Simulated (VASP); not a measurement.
# P (R-3m) in VASP: notebook

P is run at these levels: PBEsol; tasks: single point.

Everything below comes from runs of VASP 6.6.1. Logs are shortened: lines on timing, memory, paths and dates and some standing lists are left out, and cuts for length are marked.

### Step 1. The cell of the first run

Symmetry: R-3m, No. 166, trigonal system. Conventional cell: a = 3.313 Å, b = 3.313 Å, c = 9.389 Å, α = 90.00°, β = 90.00°, γ = 120.00°. Within 2.9 Å of P (site symmetry 3m) lie 6 P at 2.22 to 2.76 Å.

### Step 2. Single point, PBEsol

Input file INCAR:

```
SYSTEM = P
PREC     = Accurate       ! precision mode
ENCUT    = 520            ! plane-wave cutoff, eV
EDIFF    = 1E-6           ! SCF threshold, eV
ISMEAR   = -1             ! smearing method
SIGMA    = 0.05           ! smearing width, eV
LREAL    = .FALSE.        ! projectors in reciprocal space
LASPH    = .TRUE.         ! aspherical terms in the spheres
NELM     = 80             ! most SCF steps
ALGO     = Normal         ! electronic algorithm
ISIF     = 2              ! what is computed and relaxed
LWAVE    = .FALSE.        ! write WAVECAR
LCHARG   = .FALSE.        ! write CHGCAR
GGA      = PS             ! functional
NBANDS   = 12             ! bands
```

Input file KPOINTS:

```
regular mesh
0
G
  8 8 8
  0 0 0
```

Input file POSCAR:

```
P
1.0
    1.6566961709      0.9564939803      3.1296800121
   -1.6566961709      0.9564939803      3.1296800121
    0.0000000000     -1.9129879604      3.1296800121
P
2
Direct
    0.7729197500      0.7729197500      0.7729197500
    0.2270802500      0.2270802500      0.2270802500
```

Potentials or basis: VASP PAW PBE potentials, release 64 (P).

Started as:

```
cat potpaw_PBE.64/P/POTCAR > POTCAR
mpirun -np 1 vasp_std > vasp.out
```

OUTCAR:

```text
SYSTEM = P
   PREC = Accurate
   ENCUT = 520
   EDIFF = 1E-6
   ISMEAR = -1
   LREAL = .FALSE.
   LASPH = .TRUE.
   NELM = 80
   ISIF = 2
   GGA = PS

 ion  position               nearest neighbor table
   1  0.773  0.773  0.773-   2 2.22   2 2.22   2 2.22   2 2.76   2 2.76   2 2.76
   2  0.227  0.227  0.227-   1 2.22   1 2.22   1 2.22   1 2.76   1 2.76   1 2.76

  LATTYP: Found a trigonal (rhomboedric) cell.
 ALAT       =     3.6680267059
 COS(alpha) =     0.5920088387

  Lattice vectors:

 A1 = (   1.6566961709,   0.9564939803,   3.1296800121)
 A2 = (  -1.6566961709,   0.9564939803,   3.1296800121)
 A3 = (   0.0000000000,  -1.9129879604,   3.1296800121)

Analysis of symmetry for initial positions (statically):
=====================================================================
 Subroutine PRICEL returns:
 Original cell was already a primitive cell.

 Routine SETGRP: Setting up the symmetry group for a
 trigonal (rhombohedral) supercell.

 Subroutine GETGRP returns: Found 12 space group operations
 (whereof 12 operations were pure point group operations)
 out of a pool of 12 trial point group operations.

The static configuration has the point symmetry D_3d.

Analysis of symmetry for dynamics (positions and initial velocities):
=====================================================================
 Subroutine PRICEL returns:
 Original cell was already a primitive cell.

 Routine SETGRP: Setting up the symmetry group for a
 trigonal (rhombohedral) supercell.

 Subroutine GETGRP returns: Found 12 space group operations
 (whereof 12 operations were pure point group operations)
 out of a pool of 12 trial point group operations.

The dynamic configuration has the point symmetry D_3d.

 Subroutine INISYM returns: Found 12 space group operations
 (whereof 12 operations are pure point group operations),
 and found     1 'primitive' translations

----------------------------------------------------------------------------------------

                                     Primitive cell

  volume of cell :      29.7561

  direct lattice vectors                    reciprocal lattice vectors
     1.656696171  0.956493980  3.129680012     0.301805490  0.174247481  0.106507161
    -1.656696171  0.956493980  3.129680012    -0.301805490  0.174247481  0.106507161
     0.000000000 -1.912987960  3.129680012     0.000000000 -0.348494962  0.106507161

  length of vectors
[... 85 lines left out ...]
   NSW    =      0    number of steps for IOM
   IBRION =     -1    ionic relax: 0-MD 1-quasi-New 2-CG
   NFREE  =      0    steps in history (QN), initial steepest desc. (CG)
   ISIF   =      2    stress and relaxation
   ISYM   =      2    0-nonsym 1-usesym 2-fastsym
   POTIM  = 0.5000    time-step for ionic-motion
   TEBEG  =    0.0;   TEEND  =   0.0 temperature during run
   PSTRESS=    0.0 pullay stress
   NELECT =      10.0000    total number of electrons
   NUPDOWN=      -1.0000    fix difference up-down
   EMIN   =  10.00;   EMAX   =-10.00  energy-range for DOS
   EFERMI =   0.00;   METHOD = LEGACY
   ISMEAR =    -1;   SIGMA  =   0.05  broadening in eV -4-tet -1-fermi 0-gaus
   EFERMI_NEDOS =   21; number of points for ismear=-14 and -15
   IALGO  =     38    algorithm
   IMIX   =      4    mixing-type and parameters
     AMIX     =   0.40;   BMIX     =  1.00
     AMIX_MAG =   1.60;   BMIX_MAG =  1.00
  volume/ion in A,a.u.               =      14.88       100.40
  Fermi-wavevector in a.u.,A,eV,Ry     =   1.138193  2.150874 17.626133  1.295484
  Thomas-Fermi vector in A             =   2.274898
   LORBIT       =      0    0 simple, 1 ext, 2 COOP (PROOUT), +10 PAW based schemes
   GGA     = PS    functional components
   LHFCALC =     F    Hartree Fock is set to
   AEXX    =    0.0000 exact exchange contribution
   IVDW    =     0    specifies the selected vdW correction
   LEPSILON=     F    determine dielectric tensor
   LRPA    =     F    only Hartree local field effects (RPA)
 non-spin polarized calculation
  energy-cutoff  :      520.00
  volume of cell :       29.76
 maximum number of plane-waves:       810
   NGX = 13   NGY = 13   NGZ = 13

 number of electron      10.0000000 magnetization

 number of electron       9.9999999 magnetization

 Free energy of the ion-electron system (eV)
  ---------------------------------------------------
  ext. energy  EPLUGINS =         0.00000000
  ---------------------------------------------------
  free energy    TOTEN  =       -11.50250499 eV

  energy without entropy =      -11.49891577  energy(sigma->0) =      -11.50071038

 E-fermi :   9.9674     XC(G=0): -11.2244

 val. band max:        9.9297848957   @ k =   0.5000   0.0000   0.0000
 cond. band min:       9.9908073169   @ k =   0.3750   0.3750   0.0000
 fundamental gap:      0.0610224212
 Fermi energy:         9.9673831179

 k-point     1 :       0.0000    0.0000    0.0000
  band No.  band energies     occupation
      1      -7.3499      2.00000
      2       6.2342      2.00000
      3       6.5991      2.00000
      4       7.2544      2.00000
      5       7.2544      2.00000
      6      11.6629      0.00000
      7      12.7775      0.00000
      8      12.7775      0.00000
      9      16.0473      0.00000
     10      16.0473      0.00000
     11      17.2593      0.00000
     12      17.2593      0.00000
[... 331 lines left out ...]
 k-point    24 :       0.3750    0.1250    0.1250
  band No.  band energies     occupation
      1      -5.8298      2.00000
      2       1.3377      2.00000
      3       3.9830      2.00000
      4       6.6912      2.00000
      5      10.2133      0.01450
      6      10.8250      0.00000
      7      11.1191      0.00000
      8      13.8015      0.00000
      9      16.0286      0.00000
     10      16.6087      0.00000
     11      17.7090      0.00000
     12      22.0647      0.00000

 [... further k-points ...]
[... 5 lines left out ...]
  --------------------------------------------------------------------------------------
  -------------------------------------------------------------------------------------
  Total        1.8734907      1.8734907      0.4485786      0.0000000      0.0000000      0.0000000
  in kB      100.8755295    100.8755295     24.1530960      0.0000000      0.0000000      0.0000000
  external PRESSURE =      75.3013850 kB  Pullay stress =       0.0000000 kB

 VOLUME and BASIS-vectors are now :
 -----------------------------------------------------------------------------
  energy-cutoff  :      520.00
  volume of cell :       29.76
      direct lattice vectors                 reciprocal lattice vectors
     1.656696171  0.956493980  3.129680012     0.301805490  0.174247481  0.106507161
    -1.656696171  0.956493980  3.129680012    -0.301805490  0.174247481  0.106507161
     0.000000000 -1.912987960  3.129680012     0.000000000 -0.348494962  0.106507161

 POSITION                                       TOTAL-FORCE (eV/Angst)
 -----------------------------------------------------------------------------------
      0.00000      0.00000      7.25697         0.000000     -0.000000     -0.806715
      0.00000      0.00000      2.13207         0.000000      0.000000      0.806715
 -----------------------------------------------------------------------------------
    total drift:                                0.000000     -0.000000     -0.000000

  FREE ENERGIE OF THE ION-ELECTRON SYSTEM (eV)
  ---------------------------------------------------
  free  energy   TOTEN  =       -11.5025049929 eV

  energy  without entropy=      -11.4989157684  energy(sigma->0) =      -11.50071038
```

stdout:

```text
POSCAR found type information on POSCAR P
 POSCAR found :  1 types and       2 ions
 scaLAPACK will be used
 -----------------------------------------------------------------------------
|                                                                             |
|                                                                             |
|     You enforced a specific xc type in the INCAR file but a different       |
|     I HOPE YOU KNOW WHAT YOU ARE DOING!                                     |
|                                                                             |
 -----------------------------------------------------------------------------

 LDA part: xc-table for (Slater+PW92), standard interpolation
 POSCAR, INCAR and KPOINTS ok, starting setup
 FFT: planning ... GRIDC
 FFT: planning ... GRID_SOFT
 FFT: planning ... GRID
 WAVECAR not read
 entering main loop
```

It took 33 s on 1 thread of Intel Xeon 8259CL, shared host; peak memory 0.16 GiB.

Results:

* Free energy: -11.5025 eV
* Pressure: 7.5 GPa
* Largest force: 0.807 eV/Å
* Band gap on the k mesh: zero (bands 5 and 6 overlap by 1.11 eV)

Forces on the atoms (eV/Å):
```
P    0.000  0.000 -0.807
P    0.000  0.000  0.807
```

Caveat: the cell stands under pressure; the PAW data sets were made with another functional, which shifts forces and pressure a little.

### Step 3. Single point, PBEsol

This run uses another cell than the first one, of 15.50 Å³/atom.

Input file INCAR:

```
SYSTEM = P
PREC     = Accurate       ! precision mode
ENCUT    = 520            ! plane-wave cutoff, eV
EDIFF    = 1E-6           ! SCF threshold, eV
ISMEAR   = -1             ! smearing method
SIGMA    = 0.05           ! smearing width, eV
LREAL    = .False.        ! projectors in reciprocal space
LASPH    = .True.         ! aspherical terms in the spheres
NELM     = 60             ! most SCF steps
ALGO     = Normal         ! electronic algorithm
ISIF     = 2              ! what is computed and relaxed
LWAVE    = .False.        ! write WAVECAR
LCHARG   = .False.        ! write CHGCAR
GGA      = PS             ! functional
NBANDS   = 12             ! bands
```

Input file KPOINTS:

```
Automatic mesh
0
Gamma
  8 8 8
  0 0 0
```

Input file POSCAR:

```
P
1.0
    1.6912106744      0.9764209382      3.1296800121
   -1.6912106744      0.9764209382      3.1296800121
    0.0000000000     -1.9528418763      3.1296800121
P
2
Direct
    0.7729197500      0.7729197500      0.7729197500
    0.2270802500      0.2270802500      0.2270802500
```

Potentials or basis: VASP PAW PBE potentials, release 64 (P).

Started as:

```
cat potpaw_PBE.64/P/POTCAR > POTCAR
mpirun -np 1 vasp_std > vasp.out
```

Run time: 36 s. Hardware: 1 thread of Intel Xeon 8259CL, shared host; peak memory 0.16 GiB.

The run converged. Its results:

- Free energy: -11.5540 eV
- Pressure: 2.3 GPa
- Largest force: 0.515 eV/Å
- Band gap on the k mesh: zero (bands 5 and 6 overlap by 0.54 eV)

Forces on the atoms (eV/Å):
```
P    0.000  0.000 -0.515
P    0.000  0.000  0.515
```

Stress tensor (GPa, compression positive):
```
3.38 0.00 0.00
0.00 3.38 0.00
0.00 0.00 0.11
```

Levels at points of the mesh, in eV from the Fermi level:
```tsv
k point	band 1	band 2	band 3	band 4	band 5	band 6	band 7	band 8	band 9	band 10
(0.00, 0.00, 0.00)	-16.97	-3.49	-3.48	-2.86	-2.86	1.40	2.66	2.66	5.86	5.86
(0.50, 0.00, 0.00)	-13.34	-12.17	-3.98	-3.65	-0.85	-0.20	0.07	0.54	8.40	9.62
(0.50, 0.50, 0.00)	-13.06	-10.34	-6.93	-5.70	-5.53	-0.20	6.34	7.74	8.59	9.01
(0.50, 0.50, 0.50)	-15.01	-11.27	-2.80	-2.80	-0.06	-0.06	0.50	2.62	8.63	9.40
```

Caveat: the PAW data sets were made with another functional, which shifts forces and pressure a little.
